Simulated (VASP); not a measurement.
Here is a VASP 6.6.1 calculation.

Contents of INCAR:

```
PREC = Accurate
ENCUT = 520
EDIFF = 1E-6
ISMEAR = -1
SIGMA = 0.1
LREAL = F
LASPH = T
NELM = 100
ALGO = Normal
ISIF = 2
LWAVE = F
LCHARG = T
GGA = PS
LELF = T
LVHAR = T
NBANDS = 16
```

KPOINTS

```
regular mesh
0
Gamma
  16 16 16
```

The input POSCAR:

```
CdS
1.0
    0.0000000000      2.6882756660      2.6882756660
    2.6882756660      0.0000000000      2.6882756660
    2.6882756660      2.6882756660      0.0000000000
Cd S
1 1
Direct
    0.0000000000      0.0000000000      0.0000000000
    0.5000000000      0.5000000000      0.5000000000
```

Potentials or basis: VASP PAW PBE potentials, release 64 (Cd, S).

Command:

```sh
$ cat potpaw_PBE.64/Cd/POTCAR potpaw_PBE.64/S/POTCAR > POTCAR
$ mpirun -np 1 vasp_std > vasp.out
```

(1) Estimate the pressure.

Results:

(1) 1.6 GPa.

Caveat: the PAW data sets were made with another functional, which shifts forces and pressure a little.
